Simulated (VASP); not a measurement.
# Zr3S2 (P6/mmm) in VASP: relaxation of cell and atoms with PBE

Aim: the relaxation of cell and atoms of Zr3S2 with PBE.

Program: VASP 6.6.1. These are calculated values, not measurements. Logs are shortened: lines on timing, memory, paths and dates and some standing lists are left out, and cuts for length are marked.

## 1. The cell of the first run

The structure is hexagonal, space group P6/mmm (No. 191). The conventional cell has a = 4.984 Å, b = 4.984 Å, c = 4.868 Å, α = 90.00°, β = 90.00°, γ = 120.00°. Zr (site symmetry -6m2) has 2 S at 2.43 Å and 3 Zr at 2.88 Å within 3.2 Å. Within 3.8 Å of Zr (site symmetry 6/mmm) lie 6 S at 2.88 Å and 12 Zr at 3.77 Å. Within 3.2 Å of S (site symmetry -6m2) lie 5 Zr at 2.43 to 2.88 Å and 3 S at 2.88 Å.

The cell was generated, and may not be a known phase.

## 2. Relaxation of cell and atoms, PBE

INCAR reads:

```
SYSTEM = Zr3S2
PREC = Accurate
ENCUT = 600
EDIFF = 1E-6
ISMEAR = 0
SIGMA = 0.1
LREAL = .False.
LASPH = .True.
NELM = 100
ALGO = Normal
ISIF = 3
LWAVE = .False.
LCHARG = .False.
GGA = PE
IBRION = 2
NSW = 100
EDIFFG = -0.01
```

KPOINTS reads:

```
Automatic mesh
0
Gamma
  12 12 8
  0 0 0
```

POSCAR reads:

```
Zr3S2
1.0
    4.9837778814      0.0000000000      0.0000000000
   -2.4918889407      4.3160782521      0.0000000000
    0.0000000000      0.0000000000      4.8676849679
Zr S
3 2
Direct
    0.3333333333      0.6666666667      0.5000000000
    0.6666666667      0.3333333333      0.5000000000
    0.0000000000      0.0000000000      0.0000000000
    0.3333333333      0.6666666667      0.0000000000
    0.6666666667      0.3333333333      0.0000000000
```

Potentials or basis: VASP PAW PBE potentials, release 64 (Zr_sv, S).

Started as:

```
> cat potpaw_PBE.64/Zr_sv/POTCAR potpaw_PBE.64/S/POTCAR > POTCAR
> mpirun -np 1 vasp_std > vasp.out
```

OUTCAR:

```text
SYSTEM = Zr3S2
   PREC = Accurate
   ENCUT = 600
   EDIFF = 1E-6
   ISMEAR = 0
   LREAL = .False.
   LASPH = .True.
   NELM = 100
   ISIF = 3
   GGA = PE
   IBRION = 2
   NSW = 100
   EDIFFG = -0.01

 ion  position               nearest neighbor table
   1  0.333  0.667  0.500-   4 2.43   4 2.43   2 2.88   2 2.88   2 2.88   3 3.77   3 3.77   3 3.77
                             3 3.77   3 3.77   3 3.77
   2  0.667  0.333  0.500-   5 2.43   5 2.43   1 2.88   1 2.88   1 2.88   3 3.77   3 3.77   3 3.77
                             3 3.77   3 3.77   3 3.77
   3  0.000  0.000  0.000-   4 2.88   5 2.88   4 2.88   5 2.88   5 2.88   4 2.88   1 3.77   2 3.77
                             1 3.77   2 3.77   2 3.77   1 3.77   2 3.77   1 3.77   2 3.77   1 3.77
   4  0.333  0.667  0.000-   1 2.43   1 2.43   3 2.88   3 2.88   3 2.88
   5  0.667  0.333  0.000-   2 2.43   2 2.43   3 2.88   3 2.88   3 2.88

  LATTYP: Found a hexagonal cell.
 ALAT       =     4.9837778814
 C/A-ratio  =     0.9767058412

  Lattice vectors:

 A1 = (   4.9837778814,   0.0000000000,   0.0000000000)
 A2 = (  -2.4918889407,   4.3160782521,   0.0000000000)
 A3 = (   0.0000000000,   0.0000000000,   4.8676849679)

Analysis of symmetry for initial positions (statically):
=====================================================================
 Subroutine PRICEL returns:
 Original cell was already a primitive cell.

 Routine SETGRP: Setting up the symmetry group for a
 hexagonal supercell.

 Subroutine GETGRP returns: Found 24 space group operations
 (whereof 24 operations were pure point group operations)
 out of a pool of 24 trial point group operations.

The static configuration has the point symmetry D_6h.

Analysis of symmetry for dynamics (positions and initial velocities):
=====================================================================
 Subroutine PRICEL returns:
 Original cell was already a primitive cell.

 Routine SETGRP: Setting up the symmetry group for a
 hexagonal supercell.

 Subroutine GETGRP returns: Found 24 space group operations
 (whereof 24 operations were pure point group operations)
 out of a pool of 24 trial point group operations.

The dynamic configuration has the point symmetry D_6h.

 Subroutine INISYM returns: Found 24 space group operations
 (whereof 24 operations are pure point group operations),
 and found     1 'primitive' translations

----------------------------------------------------------------------------------------

                                     Primitive cell

  volume of cell :     104.7057

  direct lattice vectors                    reciprocal lattice vectors
     4.983777881  0.000000000  0.000000000     0.200650997  0.115845907  0.000000000
    -2.491888941  4.316078252  0.000000000     0.000000000  0.231691814  0.000000000
     0.000000000  0.000000000  4.867684968     0.000000000  0.000000000  0.205436467

  length of vectors
     4.983777881  4.983777881  4.867684968     0.231691814  0.231691814  0.205436467

  position of ions in fractional coordinates (direct lattice)
     0.333333333  0.666666667  0.500000000
     0.666666667  0.333333333  0.500000000
     0.000000000  0.000000000  0.000000000
     0.333333333  0.666666667  0.000000000
     0.666666667  0.333333333  0.000000000

  ion indices of the primitive-cell ions
   primitive index   ion index
                 1           1
                 2           2
                 3           3
                 4           4
                 5           5

----------------------------------------------------------------------------------------

 KPOINTS: Automatic mesh

Automatic generation of k-mesh.
 Grid dimensions read from file:
 generate k-points for:   12   12    8

 Generating k-lattice:

  Cartesian coordinates                     Fractional coordinates (reciprocal lattice)
     0.016720916  0.009653826  0.000000000     0.083333333  0.000000000  0.000000000
     0.000000000  0.019307651  0.000000000     0.000000000  0.083333333  0.000000000
     0.000000000  0.000000000  0.025679558     0.000000000  0.000000000  0.125000000

  Length of vectors
     0.019307651  0.019307651  0.025679558

  Shift w.r.t. Gamma in fractional coordinates (k-lattice)
     0.000000000  0.000000000  0.000000000

 Subroutine IBZKPT returns following result:
 ===========================================

 Found     95 irreducible k-points:

 Following reciprocal coordinates:
            Coordinates               Weight
  0.000000  0.000000  0.000000      1.000000
  0.083333 -0.000000  0.000000      6.000000
  0.166667  0.000000  0.000000      6.000000
  0.250000 -0.000000  0.000000      6.000000
  0.333333  0.000000  0.000000      6.000000
  0.416667  0.000000  0.000000      6.000000
[... 16 lines left out ...]
  0.250000 -0.000000  0.125000     12.000000
  0.333333  0.000000  0.125000     12.000000
 [... further k-points ...]
   k-points           NKPTS =     95   k-points in BZ     NKDIM =     95   number of bands    NBANDS=     28
   number of dos      NEDOS =    301   number of ions     NIONS =      5
   total plane-waves  NPLWV =  64000
   dimension x,y,z NGX =    40 NGY =   40 NGZ =   40
   dimension x,y,z NGXF=    80 NGYF=   80 NGZF=   80
   ions per type =               3   2
   NGX,Y,Z   is equivalent  to a cutoff of  13.34, 13.34, 13.66 a.u.
   NGXF,Y,Z  is equivalent  to a cutoff of  26.69, 26.69, 27.32 a.u.
 SYSTEM =  Zr3S2
   PREC   = accura    normal or accurate (medium, high low for compatibility)
   ISTART =      0    job   : 0-new  1-cont  2-samecut
   ICHARG =      2    charge: 1-file 2-atom 10-const
   ISPIN  =      1    spin polarized calculation?
   LNONCOLLINEAR =      F non collinear calculations
   LSORBIT =      F    spin-orbit coupling
   LASPH  =      T    aspherical Exc in radial PAW
   ENCUT  =  600.0 eV  44.10 Ry    6.64 a.u.   9.95  9.95  9.72*2*pi/ulx,y,z
   NELM   =    100;   NELMIN=  2; NELMDL= -5     # of ELM steps
   EDIFF  = 0.1E-05   stopping-criterion for ELM
   LREAL  =      F    real-space projection
   EDIFFG = -.1E-01   stopping-criterion for IOM
   NSW    =    100    number of steps for IOM
   IBRION =      2    ionic relax: 0-MD 1-quasi-New 2-CG
   NFREE  =      1    steps in history (QN), initial steepest desc. (CG)
   ISIF   =      3    stress and relaxation
   ISYM   =      2    0-nonsym 1-usesym 2-fastsym
   POTIM  = 0.5000    time-step for ionic-motion
   TEBEG  =    0.0;   TEEND  =   0.0 temperature during run
   PSTRESS=    0.0 pullay stress
   NELECT =      48.0000    total number of electrons
   NUPDOWN=      -1.0000    fix difference up-down
   EMIN   =  10.00;   EMAX   =-10.00  energy-range for DOS
   EFERMI =   0.00;   METHOD = LEGACY
   ISMEAR =     0;   SIGMA  =   0.10  broadening in eV -4-tet -1-fermi 0-gaus
   EFERMI_NEDOS =   21; number of points for ismear=-14 and -15
   IALGO  =     38    algorithm
   IMIX   =      4    mixing-type and parameters
     AMIX     =   0.40;   BMIX     =  1.00
     AMIX_MAG =   1.60;   BMIX_MAG =  1.00
  volume/ion in A,a.u.               =      20.94       141.32
  Fermi-wavevector in a.u.,A,eV,Ry     =   1.262307  2.385415 21.679791  1.593420
  Thomas-Fermi vector in A             =   2.395722
   LORBIT       =      0    0 simple, 1 ext, 2 COOP (PROOUT), +10 PAW based schemes
   GGA     = PE    functional components
   LHFCALC =     F    Hartree Fock is set to
   AEXX    =    0.0000 exact exchange contribution
   IVDW    =     0    specifies the selected vdW correction
   LEPSILON=     F    determine dielectric tensor
   LRPA    =     F    only Hartree local field effects (RPA)
 conjugate gradient relaxation of ions
 non-spin polarized calculation
 Gauss-broadening in eV      SIGMA  =   0.10
  energy-cutoff  :      600.00
  volume of cell :      104.71
 maximum number of plane-waves:      3522
 NGX is ok and might be reduce to    40
   NGX = 19   NGY = 19   NGZ = 19

--------------------------------------- Ionic step        1  -------------------------------------------

 number of electron      48.0000001 magnetization

 Free energy of the ion-electron system (eV)
  ---------------------------------------------------
  ext. energy  EPLUGINS =         0.00000000
  ---------------------------------------------------
  free energy    TOTEN  =       -36.38059036 eV

  energy without entropy =      -36.35850906  energy(sigma->0) =      -36.36954971

------------------------ aborting loop because EDIFF is reached ----------------------------------------

  FORCE on cell =-STRESS in cart. coord.  units (eV):
  Direction    XX          YY          ZZ          XY          YZ          ZX
  --------------------------------------------------------------------------------------
  -------------------------------------------------------------------------------------
  Total        0.1240695      0.1240695     -0.2726071      0.0000000     -0.0000000      0.0000000
  in kB        1.8984760      1.8984760     -4.1713562      0.0000000     -0.0000000      0.0000000
  external PRESSURE =      -0.1248014 kB  Pullay stress =       0.0000000 kB

 VOLUME and BASIS-vectors are now :
 -----------------------------------------------------------------------------
  energy-cutoff  :      600.00
  volume of cell :      104.71
      direct lattice vectors                 reciprocal lattice vectors
     4.983777881  0.000000000  0.000000000     0.200650997  0.115845907  0.000000000
    -2.491888941  4.316078252  0.000000000     0.000000000  0.231691814  0.000000000
     0.000000000  0.000000000  4.867684968     0.000000000  0.000000000  0.205436467
[... 157 lines left out ...]
 POSITION                                       TOTAL-FORCE (eV/Angst)
 -----------------------------------------------------------------------------------
     -0.00000      2.87911      2.43063         0.000000     -0.000000      0.000000
      2.49339      1.43956      2.43063        -0.000000      0.000000      0.000000
      0.00000      0.00000      0.00000         0.000000      0.000000      0.000000
     -0.00000      2.87911      0.00000         0.000000      0.000000      0.000000
      2.49339      1.43956      0.00000         0.000000     -0.000000      0.000000
 -----------------------------------------------------------------------------------
    total drift:                                0.000000     -0.000000      0.000000

  FREE ENERGIE OF THE ION-ELECTRON SYSTEM (eV)
  ---------------------------------------------------
  free  energy   TOTEN  =       -36.3808365818 eV

  energy  without entropy=      -36.3588794339  energy(sigma->0) =      -36.36985801

--------------------------------------- Ionic step        6  -------------------------------------------

 number of electron      48.0000001 magnetization

 Free energy of the ion-electron system (eV)
  ---------------------------------------------------
  ext. energy  EPLUGINS =         0.00000000
  ---------------------------------------------------
  free energy    TOTEN  =       -36.38086332 eV

  energy without entropy =      -36.35887207  energy(sigma->0) =      -36.36986770

 E-fermi :   8.2868     XC(G=0): -10.7903

 val. band max:        8.2658976535   @ k =   0.3333   0.1667   0.0000
 cond. band min:       8.2908800413   @ k =   0.0833  -0.0000   0.1250
 fundamental gap:      0.0249823878
 Fermi energy:         8.2867638344

 k-point     1 :       0.0000    0.0000    0.0000
  band No.  band energies     occupation
      1     -41.5330      2.00000
      2     -40.4089      2.00000
      3     -40.1759      2.00000
      4     -19.5199      2.00000
      5     -19.5199      2.00000
      6     -19.4363      2.00000
[... 20 lines left out ...]
     27       9.3315      0.00000
[... 691 lines left out ...]
      6     -19.4312      2.00000
[... 20 lines left out ...]
     27       9.9754      0.00000
     28      10.0599      0.00000

 [... further k-points ...]
[... 5 lines left out ...]
  --------------------------------------------------------------------------------------
  -------------------------------------------------------------------------------------
  Total       -0.0343205     -0.0343205     -0.0116778      0.0000000     -0.0000000      0.0000000
  in kB       -0.5243741     -0.5243741     -0.1784225      0.0000000     -0.0000000      0.0000000
  external PRESSURE =      -0.4090569 kB  Pullay stress =       0.0000000 kB

 VOLUME and BASIS-vectors are now :
 -----------------------------------------------------------------------------
  energy-cutoff  :      600.00
  volume of cell :      104.86
      direct lattice vectors                 reciprocal lattice vectors
     4.990247449  0.000000000  0.000000000     0.200390864  0.115695720  0.000000000
    -2.495123725  4.321681062 -0.000000000     0.000000000  0.231391439  0.000000000
     0.000000000 -0.000000000  4.862374484     0.000000000  0.000000000  0.205660836

 POSITION                                       TOTAL-FORCE (eV/Angst)
 -----------------------------------------------------------------------------------
     -0.00000      2.88112      2.43119         0.000000     -0.000000      0.000000
      2.49512      1.44056      2.43119        -0.000000      0.000000     -0.000000
      0.00000      0.00000     -0.00000        -0.000000      0.000000      0.000000
     -0.00000      2.88112     -0.00000         0.000000      0.000000      0.000000
      2.49512      1.44056      4.86237        -0.000000      0.000000     -0.000000
 -----------------------------------------------------------------------------------
    total drift:                                0.000000      0.000000      0.000000

  FREE ENERGIE OF THE ION-ELECTRON SYSTEM (eV)
  ---------------------------------------------------
  free  energy   TOTEN  =       -36.3808633243 eV

  energy  without entropy=      -36.3588720689  energy(sigma->0) =      -36.36986770

 reached required accuracy - stopping structural energy minimisation
```

Wall time 7.2 min (1 thread of Intel Xeon 6975P-C (Granite Rapids), shared host); peak memory 0.45 GiB.

Results:

```
Free energy                           : -36.3809 eV
Relaxed volume                        : 20.97 Å³/atom
Relaxed cell                          : a = 4.990 Å, b = 4.990 Å, c = 4.862 Å, α = 90.00°, β = 90.00°, γ = 120.00°
Space group after relaxing (to 0.1 Å) : P6/mmm (No. 191)
Energy gained by relaxing             : 0.1 meV/atom
Ionic steps                           : 6
Pressure after relaxing               : 0.0 GPa
Band gap on the k mesh                : zero (bands 24 and 25 overlap by 1.29 eV)
```

The path:
```
step  energy change (eV)  largest force (eV/Å)  pressure (GPa)  volume (Å³)
   1              0.0000                0.0000           -0.01       104.71
   2              0.0000                0.0000            0.21       104.68
   3             -0.0002                0.0000            0.10       104.69
   4             -0.0002                0.0000            0.10       104.69
   5             -0.0002                0.0000            0.10       104.69
   6             -0.0003                0.0000           -0.04       104.86
```

Final structure:
```
Zr S
1.0
     4.99025    0.00000    0.00000
    -2.49512    4.32168    0.00000
     0.00000    0.00000    4.86237
Zr S
3 2
Direct
  0.33333 0.66667 0.50000
  0.66667 0.33333 0.50000
  0.00000 0.00000 0.00000
  0.33333 0.66667 0.00000
  0.66667 0.33333 0.00000
```

Levels at points of the mesh, in eV from the Fermi level:
```
           k point  band 22  band 23  band 24  band 25  band 26  band 27
(0.00, 0.00, 0.00)    -0.60    -0.60    -0.05    -0.05     1.04     1.04
(0.50, 0.00, 0.00)    -1.74    -0.34    -0.33    -0.30    -0.17     1.24
(0.00, 0.00, 0.50)    -0.87    -0.87     0.98     0.98     1.25     1.78
(0.50, 0.00, 0.50)    -1.17    -0.69     0.08     0.30     0.65     1.15
```

The gap in the log of VASP goes by the Fermi energy; the results here count the filled bands.